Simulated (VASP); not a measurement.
Wanted: the native input for a VASP 6.6.1 run.

```
Task                   : relaxation of cell and atoms
Functional             : PBE
Potentials or basis    : VASP PAW PBE potentials, release 64 (B, N)
Cutoff                 : 600 eV
k mesh                 : 12 × 12 × 6
Occupations            : fermi-dirac, width 0.02 eV
Spin                   : no spin polarisation
Dipole correction      : no
Further INCAR settings : ALGO = Normal; EDIFF = 1e-07; IBRION = 2; EDIFFG = -0.005; NSW = 80; ISIF = 3
```

The structure of BN lies in POSCAR:

```
BN
1.0
    2.2027020000      0.0000000000      0.0000000000
   -1.1013510000      1.9075958890      0.0000000000
    0.0000000000      0.0000000000      3.5904042600
B N
2 2
Direct
    0.0000000000      0.0000000000      0.0000000000
    0.0000000000      0.0000000000      0.5000000000
    0.3333333333      0.6666666667      0.2500000000
    0.6666666667      0.3333333333      0.7500000000
```

The input as run:

INCAR

```
SYSTEM = BN
PREC = Accurate
ENCUT = 600
EDIFF = 1E-7
ISMEAR = -1
SIGMA = 0.02
LREAL = .FALSE.
LASPH = .TRUE.
NELM = 80
ALGO = Normal
ISIF = 3
LWAVE = .FALSE.
LCHARG = .FALSE.
GGA = PE
IBRION = 2
NSW = 80
EDIFFG = -0.005
```

KPOINTS

```
regular mesh
0
G
  12 12 6
  0 0 0
```

Potentials or basis: VASP PAW PBE potentials, release 64 (B, N).

Command:

```console
$ cat potpaw_PBE.64/B/POTCAR potpaw_PBE.64/N/POTCAR > POTCAR
$ mpirun -np 1 vasp_std > vasp.out
```

Results of the run:

| Quantity | Value |
| --- | --- |
| Relaxed volume | 5.43 Å³/atom |
| Relaxed cell | a = 2.498 Å, b = 2.498 Å, c = 4.019 Å, α = 90.00°, β = 90.00°, γ = 120.00° |
| Space group after relaxing (to 0.05 Å) | P6_3/mmc (No. 194) |
| Energy gained by relaxing | 1059.0 meV/atom |
| Ionic steps | 7 |
| Pressure after relaxing | 0.1 GPa |
| Band gap on the k mesh | 1.50 eV, indirect (least direct gap 5.15 eV) |

Caveat: the volume moved by over 15 % at a fixed basis, so the end points are rough.

Run time: 88 s on 1 thread of Intel(R) Xeon(R) Platinum 8259CL CPU @ 2.50GHz (Skylake/Cascade Lake) (shared host), peak memory 0.13 GiB.
